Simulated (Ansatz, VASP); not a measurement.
InP in VASP and in Ansatz

```xyz
2
Lattice="0.0000 2.9538 2.9538 2.9538 0.0000 2.9538 2.9538 2.9538 0.0000" Properties=species:S:1:pos:R:3 pbc="T T T"
In    0.0000    0.0000    0.0000
P     1.4769    1.4769    1.4769
```

Alike in both runs: task single point; functional LDA; k mesh 6 × 6 × 6; no spin polarisation.

|  | VASP | Ansatz |
| --- | --- | --- |
| version | VASP 6.6.1 | Ansatz 0.2.0 |
| potentials or method | VASP PAW LDA potentials, release 64 (In_d, P) | plane waves, PAW |
| plane-wave cutoff (eV) | 500 | 420 |
| occupations | gaussian, width 0.01 eV | fixed |
| valence electrons in the cell | 18 | 18 |

|  | VASP | Ansatz | Ansatz less VASP |
| --- | --- | --- | --- |
| gap on the k mesh at the Fermi level (eV) | 0.38 | 0.35 | -0.029 |

LDA's correlation is that of Perdew and Zunger in VASP and of Perdew and Wang (1992) in Ansatz.
